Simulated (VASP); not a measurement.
Here is a VASP 6.6.1 calculation.

Contents of INCAR:

```
ALGO = Normal ; EDIFF = 1E-6
ENCUT = 520 ; GGA = PE
ISIF = 2 ; ISMEAR = -1
LASPH = T ; LCHARG = T
LELF = T ; LREAL = F
LVHAR = T ; LWAVE = F
NBANDS = 10 ; NELM = 80
PREC = Accurate ; SIGMA = 0.1
```

The input KPOINTS:

```
k-points
0
Gamma
  23 23 23
```

POSCAR

```
Ir
1.0
   -1.5557685081      1.5557685081      1.5557685081
    1.5557685081     -1.5557685081      1.5557685081
    1.5557685081      1.5557685081     -1.5557685081
Ir
1
Direct
    0.0000000000      0.0000000000      0.0000000000
```

Potentials or basis: VASP PAW PBE potentials, release 64 (Ir).

Command:

```bash
$ cat potpaw_PBE.64/Ir/POTCAR > POTCAR
$ mpirun -np 1 vasp_std > vasp.out
```

**Question.** Estimate the pressure.

**Answer.** 0.6 GPa.
